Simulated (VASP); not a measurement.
A run of VASP 6.6.1 is set up as follows.

INCAR

```
PREC     = Accurate       # precision mode
ENCUT    = 520            # plane-wave cutoff, eV
EDIFF    = 1E-7           # SCF threshold, eV
ISMEAR   = -1             # smearing method
SIGMA    = 0.05           # smearing width, eV
LREAL    = F              # projectors in reciprocal space
LASPH    = T              # aspherical terms in the spheres
NELM     = 150            # most SCF steps
ALGO     = Normal         # electronic algorithm
ISIF     = 2              # what is computed and relaxed
LWAVE    = F              # write WAVECAR
LCHARG   = T              # write CHGCAR
ISPIN    = 2              # spin polarisation
MAGMOM   = 2.59 2.59 0.08 0.08 0.08 0.08 0.04 0.04 0.04 0.04 0.04 0.04 0.04 0.04 # initial moments
LORBIT   = 11             # projections on sites
LMAXMIX  = 4              # l up to which the mixer works
LDAU     = T              # DFT+U
LDAUTYPE = 2            
LDAUL    = 2 -1           # shell
LDAUU    = 2.9 0          # U, eV
LDAUJ    = 0 0          
LDAUPRINT= 1            
GGA      = PS             # functional
LELF     = T              # ELF
LVHAR    = T            
NBANDS   = 68             # bands
```

File KPOINTS:

```
Automatic mesh
0
Gamma
  3 3 3
```

File POSCAR:

```
Co3O4
1.0
    0.0000000000      4.0589000000      4.0589000000
    4.0589000000      0.0000000000      4.0589000000
    4.0589000000      4.0589000000      0.0000000000
Co O
6 8
Direct
    0.7500000000      0.7500000000      0.7500000000
    0.5000000000      0.5000000000      0.5000000000
    0.1250000000      0.1250000000      0.1250000000
    0.6250000000      0.1250000000      0.1250000000
    0.1250000000      0.1250000000      0.6250000000
    0.1250000000      0.6250000000      0.1250000000
    0.8875000000      0.8875000000      0.8875000000
    0.9125000000      0.3625000000      0.3625000000
    0.8875000000      0.8875000000      0.3375000000
    0.3625000000      0.9125000000      0.3625000000
    0.3375000000      0.8875000000      0.8875000000
    0.3625000000      0.3625000000      0.3625000000
    0.8875000000      0.3375000000      0.8875000000
    0.3625000000      0.3625000000      0.9125000000
```

Potentials or basis: VASP PAW PBE potentials, release 64 (Co, O).

Launch:

```sh
$ cat potpaw_PBE.64/Co/POTCAR potpaw_PBE.64/O/POTCAR > POTCAR
$ mpirun -np 1 vasp_std > vasp.out
```

(1) Predict the site moments.

(2) Predict the largest force.

## Answers

(1) Co +2.60, +0.08 (each value once); O +0.04 μB.

(2) 0.580 eV/Å.

Caveat: the k points lie up to 0.45 Å⁻¹ apart; the PAW data sets were made with another functional, which shifts forces and pressure a little.
